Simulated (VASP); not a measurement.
Crystal: MgO.

```
Mg O
1.0
     0.00000    2.28201    2.14577
     2.28201    0.00000    2.14577
     2.28201    2.28201    0.00000
Mg O
1 1
Cartesian
  0.0000 0.0000 0.0000
  1.1410 1.1410 1.0729
```

This cell differs from its parent crystal: uniaxial z strain -6.0%.

Base run:

```yaml
Program: VASP 6.6.1
Functional: HSE06
Potentials_or_basis: VASP PAW PBE potentials, release 64 (Mg, O)
Cutoff: 520 eV
k_mesh: 6 × 6 × 6
Occupations: gaussian, width 0.01 eV
Spin: no spin polarisation
```

Its results: band gap on the k mesh 5.55 eV, direct; pressure 8.5 GPa.

Question: The run is repeated on the same cell with these changes: functional from HSE06 to r2SCAN; k mesh from 6 × 6 × 6 to 10 × 10 × 10. What comes out?

Answer: Band gap on the k mesh 4.61 eV, direct; pressure 8.1 GPa.

Several settings changed at once, so the effect can't be laid on one alone.

Caveats: the PAW data sets were made with another functional, which shifts forces and pressure a little.

